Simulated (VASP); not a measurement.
# TiO2 (I4_1/amd) in VASP: a series of runs

Runs on TiO2. Level: r2SCAN. Tasks: single point.

All numbers are computed with VASP 6.6.1; they aren't measurements. Logs are shortened: lines on timing, memory, paths and dates and some standing lists are left out, and cuts for length are marked.

## Step 1: The cell of the first run

Symmetry: I4_1/amd, No. 141, tetragonal system. Conventional cell: a = 3.740 Å, b = 3.740 Å, c = 9.730 Å, α = 90.00°, β = 90.00°, γ = 90.00°. Within 2.5 Å of Ti (site symmetry -4m2) lie 6 O at 1.92 to 2.00 Å. O (site symmetry 2mm) has 3 Ti at 1.92 to 2.00 Å and 2 O at 2.44 Å within 2.5 Å.

## Step 2: Single point, r2SCAN (epitaxial xy strain -1.0%)

Contents of POSCAR:

```
TiO2
1.0
   -1.8700098225      1.8700098225      4.8650236665
    1.8700098225     -1.8700098225      4.8650236665
    1.8700098225      1.8700098225     -4.8650236665
Ti O
2 4
Direct
    0.7500000000      0.2500000000      0.5000000000
    0.0000000000      0.0000000000      0.0000000000
    0.5445951321      0.0445951321      0.5000000000
    0.7945951321      0.7945951321      0.0000000000
    0.2054048679      0.2054048679      0.0000000000
    0.9554048679      0.4554048679      0.5000000000
```

Contents of INCAR.step1:

```
PREC = Accurate ; ENCUT = 520
ISMEAR = 0 ; SIGMA = 0.01
LREAL = F ; LASPH = T
NELM = 100 ; NBANDS = 33
GGA = PE ; ALGO = Normal
EDIFF = 1E-4 ; LWAVE = T
LCHARG = F
```

Contents of INCAR.step2:

```
PREC = Accurate ; ENCUT = 520
EDIFF = 1E-7 ; ISMEAR = 0
SIGMA = 0.01 ; LREAL = F
LASPH = T ; NELM = 100
ALGO = Normal ; ISIF = 2
LWAVE = F ; LCHARG = T
METAGGA = R2SCAN ; LMIXTAU = T
LELF = T ; LVHAR = T
NBANDS = 33 ; ISTART = 1
```

Contents of KPOINTS:

```
regular mesh
0
Gamma
  10 10 10
```

Potentials or basis: VASP PAW PBE potentials, release 64 (Ti_sv, O).

Started as:

```console
$ cat potpaw_PBE.64/Ti_sv/POTCAR potpaw_PBE.64/O/POTCAR > POTCAR
$ cp INCAR.step1 INCAR
$ mpirun -np 1 vasp_std > vasp.out
$ cp INCAR.step2 INCAR
$ mpirun -np 1 vasp_std > vasp.out
```

OUTCAR:

```text
PREC = Accurate
   ENCUT = 520
   EDIFF = 1E-7
   ISMEAR = 0
   LREAL = F
   LASPH = T
   NELM = 100
   ISIF = 2
   METAGGA = R2SCAN
   ISTART = 1

 ion  position               nearest neighbor table
   1  0.750  0.250  0.500-   4 1.92   5 1.92   4 1.92   5 1.92   3 2.00   6 2.00
   2  0.000  0.000  0.000-   3 1.92   6 1.92   3 1.92   6 1.92   5 2.00   4 2.00
   3  0.545  0.045  0.500-   2 1.92   2 1.92   1 2.00
   4  0.795  0.795  0.000-   1 1.92   1 1.92   2 2.00
   5  0.205  0.205  0.000-   1 1.92   1 1.92   2 2.00
   6  0.955  0.455  0.500-   2 1.92   2 1.92   1 2.00

  LATTYP: Found a body centered tetragonal cell.
 ALAT       =     3.7400196450
 C/A-ratio  =     2.6016032686

  Lattice vectors:

 A1 = (  -1.8700098225,   1.8700098225,   4.8650236665)
 A2 = (   1.8700098225,  -1.8700098225,   4.8650236665)
 A3 = (   1.8700098225,   1.8700098225,  -4.8650236665)

Analysis of symmetry for initial positions (statically):
=====================================================================
 Subroutine PRICEL returns:
 Original cell was already a primitive cell.

 Routine SETGRP: Setting up the symmetry group for a
 body centered tetragonal supercell.

 Subroutine GETGRP returns: Found 16 space group operations
 (whereof  8 operations were pure point group operations)
 out of a pool of 16 trial point group operations.

The static configuration has the point symmetry D_2d.
 The point group associated with its full space group is D_4h.

Analysis of symmetry for dynamics (positions and initial velocities):
=====================================================================
 Subroutine PRICEL returns:
 Original cell was already a primitive cell.

 Routine SETGRP: Setting up the symmetry group for a
 body centered tetragonal supercell.

 Subroutine GETGRP returns: Found 16 space group operations
 (whereof  8 operations were pure point group operations)
 out of a pool of 16 trial point group operations.

The dynamic configuration has the point symmetry D_2d.
 The point group associated with its full space group is D_4h.

 Subroutine INISYM returns: Found 16 space group operations
 (whereof  8 operations are pure point group operations),
 and found     1 'primitive' translations

----------------------------------------------------------------------------------------

                                     Primitive cell

  volume of cell :      68.0507

  direct lattice vectors                    reciprocal lattice vectors
    -1.870009822  1.870009822  4.865023666     0.000000000  0.267378275  0.102774423
     1.870009822 -1.870009822  4.865023666     0.267378275  0.000000000  0.102774423
     1.870009822  1.870009822 -4.865023666     0.267378275  0.267378275  0.000000000

  length of vectors
     5.537357560  5.537357560  5.537357560     0.286450212  0.286450212  0.378129982

  position of ions in fractional coordinates (direct lattice)
     0.750000000  0.250000000  0.500000000
     0.000000000  0.000000000  0.000000000
     0.544595132  0.044595132  0.500000000
     0.794595132  0.794595132  0.000000000
     0.205404868  0.205404868  0.000000000
     0.955404868  0.455404868  0.500000000

  ion indices of the primitive-cell ions
   primitive index   ion index
                 1           1
                 2           2
                 3           3
                 4           4
                 5           5
                 6           6

----------------------------------------------------------------------------------------

 KPOINTS: regular mesh

Automatic generation of k-mesh.
 Grid dimensions read from file:
 generate k-points for:   10   10   10

 Generating k-lattice:

  Cartesian coordinates                     Fractional coordinates (reciprocal lattice)
     0.000000000  0.026737827  0.010277442     0.100000000  0.000000000 -0.000000000
     0.026737827  0.000000000  0.010277442     0.000000000  0.100000000 -0.000000000
     0.026737827  0.026737827  0.000000000     0.000000000  0.000000000  0.100000000

  Length of vectors
     0.028645021  0.028645021  0.037812998

  Shift w.r.t. Gamma in fractional coordinates (k-lattice)
     0.000000000  0.000000000  0.000000000

 Subroutine IBZKPT returns following result:
 ===========================================

 Found    102 irreducible k-points:

 Following reciprocal coordinates:
            Coordinates               Weight
  0.000000  0.000000  0.000000      1.000000
  0.100000  0.000000  0.000000      8.000000
  0.200000  0.000000  0.000000      8.000000
  0.300000  0.000000 -0.000000      8.000000
  0.400000  0.000000 -0.000000      8.000000
  0.500000  0.000000 -0.000000      4.000000
[... 16 lines left out ...]
  0.300000  0.300000 -0.000000      8.000000
  0.400000  0.300000  0.000000     16.000000
 [... further k-points ...]
   k-points           NKPTS =    102   k-points in BZ     NKDIM =    102   number of bands    NBANDS=     33
   number of dos      NEDOS =    301   number of ions     NIONS =      6
   total plane-waves  NPLWV =  74088
   dimension x,y,z NGX =    42 NGY =   42 NGZ =   42
   dimension x,y,z NGXF=    84 NGYF=   84 NGZF=   84
   ions per type =               2   4
   NGX,Y,Z   is equivalent  to a cutoff of  12.61, 12.61, 12.61 a.u.
   NGXF,Y,Z  is equivalent  to a cutoff of  25.22, 25.22, 25.22 a.u.
 SYSTEM =  unknown system
   PREC   = accura    normal or accurate (medium, high low for compatibility)
   ISTART =      1    job   : 0-new  1-cont  2-samecut
   ICHARG =      0    charge: 1-file 2-atom 10-const
   ISPIN  =      1    spin polarized calculation?
   LNONCOLLINEAR =      F non collinear calculations
   LSORBIT =      F    spin-orbit coupling
   LASPH  =      T    aspherical Exc in radial PAW
   ENCUT  =  520.0 eV  38.22 Ry    6.18 a.u.  10.30 10.30 10.30*2*pi/ulx,y,z
   NELM   =    100;   NELMIN=  2; NELMDL=  0     # of ELM steps
   EDIFF  = 0.1E-06   stopping-criterion for ELM
   LREAL  =      F    real-space projection
   EDIFFG = 0.1E-05   stopping-criterion for IOM
   NSW    =      0    number of steps for IOM
   IBRION =     -1    ionic relax: 0-MD 1-quasi-New 2-CG
   NFREE  =      0    steps in history (QN), initial steepest desc. (CG)
   ISIF   =      2    stress and relaxation
   ISYM   =      2    0-nonsym 1-usesym 2-fastsym
   POTIM  = 0.5000    time-step for ionic-motion
   TEBEG  =    0.0;   TEEND  =   0.0 temperature during run
   PSTRESS=    0.0 pullay stress
   NELECT =      48.0000    total number of electrons
   NUPDOWN=      -1.0000    fix difference up-down
   EMIN   =  10.00;   EMAX   =-10.00  energy-range for DOS
   EFERMI =   0.00;   METHOD = LEGACY
   ISMEAR =     0;   SIGMA  =   0.01  broadening in eV -4-tet -1-fermi 0-gaus
   EFERMI_NEDOS =   21; number of points for ismear=-14 and -15
   IALGO  =     38    algorithm
   IMIX   =      4    mixing-type and parameters
     AMIX     =   0.40;   BMIX     =  1.00
     AMIX_MAG =   1.60;   BMIX_MAG =  1.00
  volume/ion in A,a.u.               =      11.34        76.54
  Fermi-wavevector in a.u.,A,eV,Ry     =   1.457284  2.753868 28.894394  2.123678
  Thomas-Fermi vector in A             =   2.574104
   LORBIT       =      0    0 simple, 1 ext, 2 COOP (PROOUT), +10 PAW based schemes
   METAGGA = R2SCAN    functional components
   LHFCALC =     F    Hartree Fock is set to
   AEXX    =    0.0000 exact exchange contribution
   IVDW    =     0    specifies the selected vdW correction
   LEPSILON=     F    determine dielectric tensor
   LRPA    =     F    only Hartree local field effects (RPA)
 non-spin polarized calculation
 Gauss-broadening in eV      SIGMA  =   0.01
  energy-cutoff  :      520.00
  volume of cell :       68.05
 maximum number of plane-waves:      1850
 NGX is ok and might be reduce to    42
   NGX = 21   NGY = 21   NGZ = 21

 number of electron      47.9999996 magnetization

 Free energy of the ion-electron system (eV)
  ---------------------------------------------------
  ext. energy  EPLUGINS =         0.00000000
  ---------------------------------------------------
  free energy    TOTEN  =       -69.83827528 eV

  energy without entropy =      -69.83827528  energy(sigma->0) =      -69.83827528

 E-fermi :   3.2321     XC(G=0): -11.4665

 val. band max:        3.0433530999   @ k =  -0.4000   0.4000   0.0000
 cond. band min:       5.7094409393   @ k =   0.0000   0.0000   0.0000
 fundamental gap:      2.6660878395
 Fermi energy:         3.2321008513

 k-point     1 :       0.0000    0.0000    0.0000
  band No.  band energies     occupation
      1     -55.4568      2.00000
      2     -55.4008      2.00000
      3     -30.8764      2.00000
      4     -30.6306      2.00000
      5     -30.6306      2.00000
      6     -30.5664      2.00000
[... 25 lines left out ...]
     32       8.7009      0.00000
     33       8.9517      0.00000

 k-point     2 :       0.1000    0.0000    0.0000
  band No.  band energies     occupation
      1     -55.4555      2.00000
      2     -55.4015      2.00000
      3     -30.8736      2.00000
      4     -30.6453      2.00000
      5     -30.6314      2.00000
      6     -30.5733      2.00000
[... 25 lines left out ...]
     32       9.0038      0.00000
     33       9.2383      0.00000

 k-point     3 :       0.2000    0.0000    0.0000
  band No.  band energies     occupation
      1     -55.4519      2.00000
      2     -55.4037      2.00000
      3     -30.8670      2.00000
      4     -30.6822      2.00000
      5     -30.6333      2.00000
      6     -30.5898      2.00000
[... 25 lines left out ...]
     32       9.3704      0.00000
     33       9.6406      0.00000

 k-point     4 :       0.3000    0.0000   -0.0000
  band No.  band energies     occupation
      1     -55.4469      2.00000
      2     -55.4069      2.00000
      3     -30.8595      2.00000
      4     -30.7268      2.00000
      5     -30.6354      2.00000
      6     -30.6057      2.00000
[... 673 lines left out ...]
     32      10.0811      0.00000
     33      10.2698      0.00000

 k-point    23 :       0.3000    0.3000   -0.0000
  band No.  band energies     occupation
      1     -55.4347      2.00000
      2     -55.4153      2.00000
      3     -30.8340      2.00000
      4     -30.7752      2.00000
      5     -30.6903      2.00000
      6     -30.6483      2.00000
[... 25 lines left out ...]
     32       9.9464      0.00000
     33      10.8872      0.00000

 k-point    24 :       0.4000    0.3000    0.0000
  band No.  band energies     occupation
      1     -55.4309      2.00000
      2     -55.4176      2.00000
      3     -30.8382      2.00000
      4     -30.7994      2.00000
      5     -30.6944      2.00000
      6     -30.6660      2.00000
[... 25 lines left out ...]
     32       9.9228      0.00000
     33      10.9500      0.00000

 [... further k-points ...]

------------------------ aborting loop because EDIFF is reached ----------------------------------------

  FORCE on cell =-STRESS in cart. coord.  units (eV):
  Direction    XX          YY          ZZ          XY          YZ          ZX
  --------------------------------------------------------------------------------------
  -------------------------------------------------------------------------------------
  Total        1.8402236      1.8402236      0.4209453      0.0000000      0.0000000      0.0000000
  in kB       43.3259859     43.3259859      9.9106812      0.0000000      0.0000000      0.0000000
  external PRESSURE =      32.1875510 kB  Pullay stress =       0.0000000 kB

 VOLUME and BASIS-vectors are now :
 -----------------------------------------------------------------------------
  energy-cutoff  :      520.00
  volume of cell :       68.05
      direct lattice vectors                 reciprocal lattice vectors
    -1.870009822  1.870009822  4.865023666     0.000000000  0.267378275  0.102774423
     1.870009822 -1.870009822  4.865023666     0.267378275  0.000000000  0.102774423
     1.870009822  1.870009822 -4.865023666     0.267378275  0.267378275  0.000000000

 POSITION                                       TOTAL-FORCE (eV/Angst)
 -----------------------------------------------------------------------------------
      0.00000      1.87001      2.43251         0.000000      0.000000     -0.000000
      0.00000      0.00000      0.00000         0.000000      0.000000     -0.000000
      0.00000      1.87001      0.43391         0.000000     -0.000000     -0.023821
      0.00000      0.00000      7.73145        -0.000000      0.000000     -0.023821
      0.00000      0.00000      1.99860        -0.000000      0.000000      0.023821
     -0.00000      1.87001      4.43111         0.000000     -0.000000      0.023821
 -----------------------------------------------------------------------------------
    total drift:                                0.000000      0.000000     -0.000000

  FREE ENERGIE OF THE ION-ELECTRON SYSTEM (eV)
  ---------------------------------------------------
  free  energy   TOTEN  =       -69.8382752822 eV

  energy  without entropy=      -69.8382752822  energy(sigma->0) =      -69.83827528
```

It took 13 min on 1 thread of Intel Xeon 6975P-C (Granite Rapids), shared host; peak memory 0.39 GiB.

Results:

* Free energy: -69.8383 eV
* Pressure: 3.2 GPa
* Largest force: 0.024 eV/Å
* Band gap on the k mesh: 2.67 eV (least direct gap 2.97 eV)

Forces in eV/Å, atoms in the order of the input:
```
Ti   0.000  0.000  0.000
Ti   0.000  0.000  0.000
O    0.000  0.000 -0.024
O    0.000  0.000 -0.024
O    0.000  0.000  0.024
O    0.000  0.000  0.024
```

Stress tensor (GPa, compression positive):
```
4.33 0.00 0.00
0.00 4.33 0.00
0.00 0.00 0.99
```

Caveat: the cell differs from its parent crystal (epitaxial xy strain -1.0%); the cell stands under pressure; the PAW data sets were made with another functional, which shifts forces and pressure a little. A k mesh can miss the band edges.

## Step 3: Single point, r2SCAN (epitaxial xy strain -2.0%)

Contents of POSCAR:

```
TiO2
1.0
   -1.8511208344      1.8511208344      4.9433727508
    1.8511208344     -1.8511208344      4.9433727508
    1.8511208344      1.8511208344     -4.9433727508
Ti O
2 4
Direct
    0.7500000000      0.2500000000      0.5000000000
    0.0000000000      0.0000000000      0.0000000000
    0.5465313936      0.0465313936      0.5000000000
    0.7965313936      0.7965313936      0.0000000000
    0.2034686064      0.2034686064      0.0000000000
    0.9534686064      0.4534686064      0.5000000000
```

Contents of INCAR.step1:

```
  PREC = Accurate
  ENCUT = 520
  ISMEAR = 0
  SIGMA = 0.01
  LREAL = False
  LASPH = True
  NELM = 80
  NBANDS = 33
  GGA = PE
  ALGO = Normal
  EDIFF = 1E-4
  LWAVE = True
  LCHARG = False
```

Contents of INCAR.step2:

```
  PREC = Accurate
  ENCUT = 520
  EDIFF = 1E-6
  ISMEAR = 0
  SIGMA = 0.01
  LREAL = False
  LASPH = True
  NELM = 80
  ALGO = Normal
  ISIF = 2
  LWAVE = False
  LCHARG = False
  METAGGA = R2SCAN
  LMIXTAU = True
  NBANDS = 33
  ISTART = 1
```

KPOINTS is that of step 2.

Potentials or basis: VASP PAW PBE potentials, release 64 (Ti_sv, O).

Started as:

```console
$ cat potpaw_PBE.64/Ti_sv/POTCAR potpaw_PBE.64/O/POTCAR > POTCAR
$ cp INCAR.step1 INCAR
$ mpirun -np 1 vasp_std > vasp.out
$ cp INCAR.step2 INCAR
$ mpirun -np 1 vasp_std > vasp.out
```

It took 44 min on 1 thread of AMD EPYC 9755, shared host; peak memory 0.34 GiB.

Results (log left out):

```
Free energy            : -69.7926 eV
Pressure               : 5.2 GPa
Largest force          : 0.017 eV/Å
Band gap on the k mesh : 2.78 eV (least direct gap 3.05 eV)
```

Forces on the atoms (eV/Å):
```
Ti   0.000  0.000  0.000
Ti   0.000  0.000  0.000
O    0.000  0.000 -0.017
O    0.000  0.000 -0.017
O    0.000  0.000  0.017
O    0.000  0.000  0.017
```

Stress tensor (GPa, compression positive):
```
7.30 0.00 0.00
0.00 7.30 0.00
0.00 0.00 0.93
```

Levels at points of the mesh, in eV from the valence-band top:
| k point | band 21 | band 22 | band 23 | band 24 | band 25 | band 26 | band 27 | band 28 |
| --- | --- | --- | --- | --- | --- | --- | --- | --- |
| (0.00, 0.00, 0.00) | -0.87 | -0.87 | -0.40 | -0.40 | 2.78 | 3.40 | 4.86 | 4.86 |
| (0.50, 0.00, 0.00) | -1.93 | -0.88 | -0.85 | -0.71 | 3.96 | 4.08 | 4.10 | 4.32 |
| (0.50, 0.50, 0.00) | -2.01 | -2.01 | -0.07 | -0.07 | 3.75 | 3.75 | 4.27 | 4.27 |
| (0.50, 0.50, 0.50) | -1.25 | -1.25 | -0.07 | -0.07 | 3.08 | 3.08 | 4.53 | 4.53 |

Caveat: the cell differs from its parent crystal (epitaxial xy strain -2.0%); the cell stands under pressure; the PAW data sets were made with another functional, which shifts forces and pressure a little.
